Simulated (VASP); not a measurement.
# WS2 (R3m) in VASP: notebook, part 2 of 2

VASP 6.6.1.

## (3) Single point, pbe exchange, lda correlation (17.39 Å³/atom)

This run uses another cell than the first one, of 17.39 Å³/atom.

INCAR

```
  PREC = Accurate
  ENCUT = 500
  EDIFF = 1E-6
  ISMEAR = 0
  SIGMA = 0.025
  LREAL = False
  LASPH = True
  NELM = 120
  ALGO = Normal
  ISIF = 2
  LWAVE = False
  LCHARG = False
  GGA = LIBXC
  LIBXC1 = GGA_X_PBE
  LIBXC2 = LDA_C_PW
  NBANDS = 20
  GGA_COMPAT = False
```

KPOINTS

```
regular mesh
0
Gamma
  10 10 10
```

POSCAR

```
WS2
1.0
    1.5684023653      0.9055175278      6.1219674337
   -1.5684023653      0.9055175278      6.1219674337
    0.0000000000     -1.8110350555      6.1219674337
W S
1 2
Direct
    0.0000000000      0.0000000000      0.0000000000
    0.5810000000      0.5810000000      0.5810000000
    0.7503000000      0.7503000000      0.7503000000
```

Potentials or basis: VASP PAW PBE potentials, release 64 (W_sv, S).

Run with:

```sh
$ cat potpaw_PBE.64/W_sv/POTCAR potpaw_PBE.64/S/POTCAR > POTCAR
$ mpirun -np 1 vasp_std > vasp.out
```

OUTCAR:

```text
PREC = Accurate
   ENCUT = 500
   EDIFF = 1E-6
   ISMEAR = 0
   LREAL = False
   LASPH = True
   NELM = 120
   ISIF = 2
   GGA = LIBXC

 ion  position               nearest neighbor table
   1  0.000  0.000  0.000-   3 2.37   3 2.37   3 2.37   2 2.40   2 2.40   2 2.40
   2  0.581  0.581  0.581-   1 2.40   1 2.40   1 2.40
   3  0.750  0.750  0.750-   1 2.37   1 2.37   1 2.37

  LATTYP: Found a trigonal (rhomboedric) cell.
 ALAT       =     6.3842253431
 COS(alpha) =     0.8792940837

  Lattice vectors:

 A1 = (   1.5684023653,   0.9055175278,   6.1219674337)
 A2 = (  -1.5684023653,   0.9055175278,   6.1219674337)
 A3 = (   0.0000000000,  -1.8110350555,   6.1219674337)

Analysis of symmetry for initial positions (statically):
=====================================================================
 Subroutine PRICEL returns:
 Original cell was already a primitive cell.

 Routine SETGRP: Setting up the symmetry group for a
 trigonal (rhombohedral) supercell.

 Subroutine GETGRP returns: Found  6 space group operations
 (whereof  6 operations were pure point group operations)
 out of a pool of 12 trial point group operations.

The static configuration has the point symmetry C_3v.

Analysis of symmetry for dynamics (positions and initial velocities):
=====================================================================
 Subroutine PRICEL returns:
 Original cell was already a primitive cell.

 Routine SETGRP: Setting up the symmetry group for a
 trigonal (rhombohedral) supercell.

 Subroutine GETGRP returns: Found  6 space group operations
 (whereof  6 operations were pure point group operations)
 out of a pool of 12 trial point group operations.

The dynamic configuration has the point symmetry C_3v.

[... 113 lines left out ...]
   EMIN   =  10.00;   EMAX   =-10.00  energy-range for DOS
   EFERMI =   0.00;   METHOD = LEGACY
   ISMEAR =     0;   SIGMA  =   0.03  broadening in eV -4-tet -1-fermi 0-gaus
   EFERMI_NEDOS =   21; number of points for ismear=-14 and -15
   IALGO  =     38    algorithm
   IMIX   =      4    mixing-type and parameters
     AMIX     =   0.40;   BMIX     =  1.00
     AMIX_MAG =   1.60;   BMIX_MAG =  1.00
  volume/ion in A,a.u.               =      17.39       117.35
  Fermi-wavevector in a.u.,A,eV,Ry     =   1.297977  2.452821 22.922346  1.684745
  Thomas-Fermi vector in A             =   2.429335
   LORBIT       =      0    0 simple, 1 ext, 2 COOP (PROOUT), +10 PAW based schemes
   GGA     = LIBXC    functional components
   LHFCALC =     F    Hartree Fock is set to
   AEXX    =    0.0000 exact exchange contribution
   IVDW    =     0    specifies the selected vdW correction
   LEPSILON=     F    determine dielectric tensor
   LRPA    =     F    only Hartree local field effects (RPA)
 non-spin polarized calculation
 Gauss-broadening in eV      SIGMA  =   0.03
  energy-cutoff  :      500.00
  volume of cell :       52.17
 maximum number of plane-waves:      1346
   NGX = 23   NGY = 23   NGZ = 23

 number of electron      26.0000000 magnetization

 Free energy of the ion-electron system (eV)
  ---------------------------------------------------
  ext. energy  EPLUGINS =         0.00000000
  ---------------------------------------------------
  free energy    TOTEN  =       -19.75185755 eV

  energy without entropy =      -19.75185755  energy(sigma->0) =      -19.75185755

 E-fermi :   8.0519     XC(G=0): -10.7954

 val. band max:        7.7083030899   @ k =   0.5000   0.5000   0.5000
 cond. band min:       8.8391293375   @ k =  -0.2000   0.2000   0.0000
 fundamental gap:      1.1308262475
 Fermi energy:         8.0519199096

 k-point     1 :       0.0000    0.0000    0.0000
  band No.  band energies     occupation
      1     -67.0763      2.00000
      2     -31.3196      2.00000
      3     -31.1449      2.00000
      4     -31.1449      2.00000
      5      -8.0371      2.00000
      6      -6.0400      2.00000
[... 541 lines left out ...]
     19      15.3522      0.00000
     20      16.5344      0.00000

 [... further k-points ...]

------------------------ aborting loop because EDIFF is reached ----------------------------------------

  FORCE on cell =-STRESS in cart. coord.  units (eV):
  Direction    XX          YY          ZZ          XY          YZ          ZX
  --------------------------------------------------------------------------------------
  -------------------------------------------------------------------------------------
  Total        6.2862166      6.2862166      5.5208495     -0.0000000      0.0000000      0.0000000
  in kB      193.0648930    193.0648930    169.5586200     -0.0000000      0.0000000      0.0000000
  external PRESSURE =     185.2294687 kB  Pullay stress =       0.0000000 kB

 VOLUME and BASIS-vectors are now :
 -----------------------------------------------------------------------------
  energy-cutoff  :      500.00
  volume of cell :       52.17
      direct lattice vectors                 reciprocal lattice vectors
     1.568402365  0.905517528  6.121967434     0.318795745  0.184056809  0.054448727
    -1.568402365  0.905517528  6.121967434    -0.318795745  0.184056809  0.054448727
     0.000000000 -1.811035056  6.121967434     0.000000000 -0.368113618  0.054448727

 POSITION                                       TOTAL-FORCE (eV/Angst)
 -----------------------------------------------------------------------------------
      0.00000      0.00000      0.00000         0.000000     -0.000000     -0.637983
      0.00000      0.00000     10.67059         0.000000     -0.000000     -0.661687
      0.00000      0.00000     13.77994         0.000000      0.000000      1.299670
 -----------------------------------------------------------------------------------
    total drift:                                0.000000      0.000000      0.000179

  FREE ENERGIE OF THE ION-ELECTRON SYSTEM (eV)
  ---------------------------------------------------
  free  energy   TOTEN  =       -19.7518575478 eV

  energy  without entropy=      -19.7518575478  energy(sigma->0) =      -19.75185755
```

stdout:

```text
POSCAR found type information on POSCAR W S
 POSCAR found :  2 types and       3 ions
 scaLAPACK will be used
 -----------------------------------------------------------------------------
|                                                                             |
|                                                                             |
|     You enforced a specific xc type in the INCAR file but a different       |
|     I HOPE YOU KNOW WHAT YOU ARE DOING!                                     |
|                                                                             |
 -----------------------------------------------------------------------------

 LDA part: xc-table for (None,None), standard interpolation
 POSCAR, INCAR and KPOINTS ok, starting setup
 FFT: planning ... GRIDC
 FFT: planning ... GRID_SOFT
 FFT: planning ... GRID
 WAVECAR not read
 entering main loop
```

Wall time 3.5 min (1 thread of AMD EPYC 9R45 (Zen 5), shared host); peak memory 0.34 GiB.

Results:

```yaml
Free_energy: -19.7519 eV
Pressure: 18.5 GPa
Largest_force: 1.300 eV/Å
Band_gap_on_the_k_mesh: 1.13 eV (least direct gap 2.29 eV)
```

Forces on the atoms (eV/Å):
```
W    0.000  0.000 -0.638
S    0.000  0.000 -0.662
S    0.000  0.000  1.300
```

Caveat: the cell stands under pressure; the PAW data sets were made with another functional, which shifts forces and pressure a little; spin-orbit coupling is left out, which moves the levels of the heavy elements.

## (4) Single point, pbe exchange, lda correlation (17.74 Å³/atom)

This run uses another cell than the first one, of 17.74 Å³/atom.

INCAR

```
SYSTEM = WS2
ALGO = Normal
EDIFF = 1E-6
ENCUT = 500
GGA = LIBXC
GGA_COMPAT = .False.
ISIF = 2
ISMEAR = 0
LASPH = .True.
LCHARG = .False.
LIBXC1 = GGA_X_PBE
LIBXC2 = LDA_C_PW
LREAL = .False.
LWAVE = .False.
NBANDS = 20
NELM = 120
PREC = Accurate
SIGMA = 0.025
```

KPOINTS

```
k-points
0
Gamma
  10 10 10
  0 0 0
```

POSCAR

```
WS2
1.0
    1.5790000000      0.9116360751      6.1633333333
   -1.5790000000      0.9116360751      6.1633333333
    0.0000000000     -1.8232721501      6.1633333333
W S
1 2
Direct
    0.0000000000      0.0000000000      0.0000000000
    0.5810000000      0.5810000000      0.5810000000
    0.7503000000      0.7503000000      0.7503000000
```

Run with:

```sh
$ cat potpaw_PBE.64/W_sv/POTCAR potpaw_PBE.64/S/POTCAR > POTCAR
$ mpirun -np 1 vasp_std > vasp.out
```

Run time: 3.6 min. Hardware: 1 thread of AMD EPYC 9R45 (Zen 5), shared host; peak memory 0.34 GiB.

Results (log left out):

```
Free energy            : -19.8621 eV
Pressure               : 14.5 GPa
Largest force          : 0.916 eV/Å
Band gap on the k mesh : 1.14 eV (least direct gap 2.22 eV)
```

Forces on the atoms (eV/Å):
```
W    0.000  0.000 -0.609
S    0.000  0.000 -0.307
S    0.000  0.000  0.916
```

Stress tensor (GPa, compression positive):
```
15.36  0.00  0.00
 0.00 15.36  0.00
 0.00  0.00 12.78
```

Levels at points of the mesh, in eV from the valence-band top:
```tsv
k point	band 9	band 10	band 11	band 12	band 13	band 14	band 15	band 16	band 17	band 18
(0.00, 0.00, 0.00)	-3.50	-2.30	-2.30	-1.58	-1.13	2.20	2.20	2.49	2.49	5.00
(0.50, 0.00, 0.00)	-5.20	-4.13	-2.58	-1.82	-1.60	2.26	2.62	3.75	3.85	4.60
(0.50, 0.50, 0.00)	-4.90	-4.05	-3.16	-2.01	-1.43	2.22	2.72	3.34	4.32	5.20
(0.50, 0.50, 0.50)	-3.52	-3.52	-2.27	-2.27	0.00	2.29	2.29	2.36	2.36	5.22
```

Caveat: the cell stands under pressure; the PAW data sets were made with another functional, which shifts forces and pressure a little; spin-orbit coupling is left out, which moves the levels of the heavy elements. A k mesh can miss the band edges.

## (5) The runs side by side

| cell | gap on the mesh (eV) | pressure (GPa) | largest force (eV/Å) |
| --- | --- | --- | --- |
| a = 6.340 Å, angles 28.4°, 3 atoms | 1.11 | 23.0 | 1.71 |
| a = 6.384 Å, angles 28.4°, 3 atoms | 1.13 | 18.5 | 1.30 |
| a = 6.427 Å, angles 28.4°, 3 atoms | 1.14 | 14.5 | 0.92 |

Alike in all rows: task single point; level pbe exchange, lda correlation; potentials or basis VASP PAW PBE potentials, release 64 (W_sv, S); no spin polarisation; k mesh 10 × 10 × 10; cutoff (eV) 500; smearing gaussian 0.025 eV.

Caveats: the cell stands under pressure; the PAW data sets were made with another functional, which shifts forces and pressure a little; spin-orbit coupling is left out, which moves the levels of the heavy elements.

Absolute energies hang on the potentials; compare differences alone.
